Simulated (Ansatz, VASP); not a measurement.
# One calculation of EuSiF, two programs

Contents of INCAR:

```
SYSTEM = EuSiF
PREC = Accurate
ENCUT = 600
EDIFF = 1E-6
ISMEAR = 0
SIGMA = 0.1
LREAL = .False.
LASPH = .True.
NELM = 150
ALGO = Normal
ISIF = 3
LWAVE = .False.
LCHARG = .False.
ISPIN = 2
MAGMOM = 7 0 0
LORBIT = 11
LMAXMIX = 6
GGA = PE
IBRION = 2
NSW = 90
EDIFFG = -0.04
```

The input KPOINTS:

```
regular mesh
0
Gamma
  4 4 4
  0 0 0
```

Contents of POSCAR:

```
EuSiF
1.0
    4.0725982000      0.0000000000      0.0000000000
    0.0000000000      4.0725982000      0.0000000000
    0.0000000000      0.0000000000      3.7960676500
Eu Si F
1 1 1
Direct
    0.0000000000      0.0000000000      0.5000000000
    0.5000000000      0.5000000000      0.5000000000
    0.5000000000      0.5000000000      0.0000000000
```

Input for Ansatz:

```yaml
crystal:
  lattice:
    - [4.0725982, 0.0, 0.0]
    - [0.0, 4.0725982, 0.0]
    - [0.0, 0.0, 3.79606765]
  atoms:
    - { symbol: Eu, position: [0.0, 0.0, 0.5], spin: 7.0 }
    - { symbol: Si, position: [0.5, 0.5, 0.5] }
    - { symbol: F, position: [0.5, 0.5, 0.0] }
basis:
  ecutwfc: 420
kpoints:
  mp_grid: { grid: [4, 4, 4] }
hamiltonian:
  xc: pbe
scf:
  occupations: { method: gaussian, width: 0.1 }
  lower_state_search: "off"
output:
  forces: true
  stress: true
  eigenvalues: true
  populations: true
magnetization:
  spin_polarized: true
relax:
  adjacent_minimum: "off"
  f_tol: 0.04
  max_steps: 70
  cell: { stress_tol: 0.4 }
```

Alike in both runs: task relaxation of cell and atoms; functional PBE; k mesh 4 × 4 × 4; occupations gaussian, width 0.1 eV; collinear spin.

|  | VASP | Ansatz |
| --- | --- | --- |
| version | VASP 6.6.1 | Ansatz 0.2.0 |
| potentials or method | VASP PAW PBE potentials, release 64 (Eu, Si, F), cutoff 600 eV | scalar-relativistic, plane waves, PAW |
| valence electrons in the cell | 28 | 28 |

Ansatz gave:

| Property | Result |
| --- | --- |
| gap on the k mesh at the Fermi level, each at its own relaxed structure (eV) | none |
| net moment per atom (μB) | 2.43 |
| size of the moment on the site where the two differ most (μB) | 6.80 |
| relaxed volume (Å³/atom) | 26.86 |
| relaxed length of the cell vector where the two differ most in proportion (Å) | 4.300 |

What did VASP give for the same quantities?

gap on the k mesh at the Fermi level, each at its own relaxed structure (eV): none; net moment per atom (μB): 2.42; size of the moment on the site where the two differ most (μB): 6.61; relaxed volume (Å³/atom): 26.65; relaxed length of the cell vector where the two differ most in proportion (Å): 4.287.

Site moments also hang on the region over which each program counts them. A gap of «none» marks a metal or a gap that the smearing closes.

The k mesh is coarse, so the values compare programs but aren't converged. Spin-orbit coupling is off throughout. Noted on VASP's run: the volume moved by over 15 % at a fixed basis, so the end points are rough.
